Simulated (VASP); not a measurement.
A run of VASP 6.6.1:

The input INCAR:

```
PREC = Accurate
ENCUT = 600
EDIFF = 1E-6
ISMEAR = 0
SIGMA = 0.1
LREAL = Auto
LASPH = T
NELM = 120
ALGO = Normal
ISIF = 2
LWAVE = F
LCHARG = F
GGA = PE
NBANDS = 69
GGA_COMPAT = F
```

The input KPOINTS:

```
regular mesh
0
Gamma
  4 4 4
```

The input POSCAR:

```
Ba2PdPtC6N6
1.0
    0.0000000000      5.5830170824      5.5830170824
    5.5830170824      0.0000000000      5.5830170824
    5.5830170824      5.5830170824      0.0000000000
Ba Pd Pt C N
2 1 1 6 6
Direct
    0.2500000000      0.2500000000      0.2500000000
    0.7500000000      0.7500000000      0.7500000000
    0.0000000000      0.0000000000      0.0000000000
    0.5000000000      0.5000000000      0.5000000000
    0.8029737852      0.1970262148      0.1970262148
    0.1970262148      0.8029737852      0.1970262148
    0.1970262148      0.1970262148      0.8029737852
    0.1970262148      0.8029737852      0.8029737852
    0.8029737852      0.1970262148      0.8029737852
    0.8029737852      0.8029737852      0.1970262148
    0.6971585850      0.3028414150      0.3028414150
    0.3028414150      0.6971585850      0.3028414150
    0.3028414150      0.3028414150      0.6971585850
    0.3028414150      0.6971585850      0.6971585850
    0.6971585850      0.3028414150      0.6971585850
    0.6971585850      0.6971585850      0.3028414150
```

Potentials or basis: VASP PAW PBE potentials, release 64 (Ba_sv, Pd_sv_GW, Pt_sv_GW, C, N).

Command:

```console
$ cat potpaw_PBE.64/Ba_sv/POTCAR potpaw_PBE.64/Pd_sv_GW/POTCAR potpaw_PBE.64/Pt_sv_GW/POTCAR potpaw_PBE.64/C/POTCAR potpaw_PBE.64/N/POTCAR > POTCAR
$ mpirun -np 1 vasp_std > vasp.out
```

Hardware: 1 thread of Intel(R) Xeon(R) 6975P-C (Granite Rapids), with other jobs on the host.

Problem. Estimate the wall time of this run.

Solution. Wall time 11 min on 1 thread of Intel(R) Xeon(R) 6975P-C (Granite Rapids), with other jobs on the host, peak memory 0.7 GiB. Counts: scf iterations 24, k points 8.
